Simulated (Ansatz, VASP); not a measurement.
# One calculation of SnTe, two programs

Contents of POSCAR:

```
SnTe
1.0
    0.0000000000      3.1508500000      3.1508500000
    3.1508500000      0.0000000000      3.1508500000
    3.1508500000      3.1508500000      0.0000000000
Te Sn
1 1
Direct
    0.5000000000      0.5000000000      0.5000000000
    0.0000000000      0.0000000000      0.0000000000
```

The input INCAR.step1:

```
PREC = Accurate
ENCUT = 520
EDIFF = 1E-5
ISMEAR = -1
SIGMA = 0.05
LREAL = F
LASPH = T
NELM = 150
ALGO = Normal
ISIF = 2
LWAVE = T
LCHARG = F
LNONCOLLINEAR = T
MAGMOM = 0 0 0 0 0 0
LORBIT = 11
LSORBIT = T
GGA_COMPAT = F
LORBMOM = T
GGA = PE
NBANDS = 32
KPAR = 4
```

Contents of INCAR.step2:

```
PREC = Accurate
ENCUT = 520
EDIFF = 1E-6
ISMEAR = -1
SIGMA = 0.05
LREAL = F
LASPH = T
NELM = 150
ALGO = Normal
ISIF = 2
LWAVE = F
LCHARG = F
LNONCOLLINEAR = T
MAGMOM = 0 0 0 0 0 0
LORBIT = 11
LSORBIT = T
GGA_COMPAT = F
LORBMOM = T
GGA = PE
LHFCALC = T
HFSCREEN = 0.2079
PRECFOCK = Normal
ISTART = 1
NBANDS = 32
KPAR = 4
```

File KPOINTS:

```
regular mesh
0
Gamma
  4 4 4
```

input.yaml

```yaml
crystal:
  lattice:
    - [0.0, 3.15085, 3.15085]
    - [3.15085, 0.0, 3.15085]
    - [3.15085, 3.15085, 0.0]
  atoms:
    - { symbol: Te, position: [0.5, 0.5, 0.5] }
    - { symbol: Sn, position: [0.0, 0.0, 0.0] }
hamiltonian:
  xc: hse06
  pseudopotentials: { kind: paw_fr }
magnetization:
  noncollinear: true
  spin_orbit: true
kpoints:
  mp_grid: { grid: [4, 4, 4] }
scf:
  occupations: { method: fermi_dirac, width: 0.05 }
output:
  forces: true
  stress: true
  eigenvalues: true
  write_density: true
  write_potential: true
  elf: true
  volumetric_format: npy
```

Alike in both runs: task single point; functional HSE06; k mesh 4 × 4 × 4; occupations fermi-dirac, width 0.05 eV; non-collinear spin, spin-orbit coupling.

```csv
,VASP,Ansatz
version,VASP 6.6.1,Ansatz 0.2.0
potentials or method,"VASP PAW PBE potentials, release 64 (Te, Sn_d)",Ansatz PAW
plane-wave cutoff (eV),520,420
valence electrons in the cell,20,30
```

```tsv
	VASP	Ansatz	Ansatz less VASP
pressure (GPa)	0.1	0.4	+0.27
```

VASP's potentials hold 20 valence electrons a cell and Ansatz's 30, so a difference there can come from the potentials and not from the codes.

The k mesh is coarse, so the values compare programs but aren't converged.
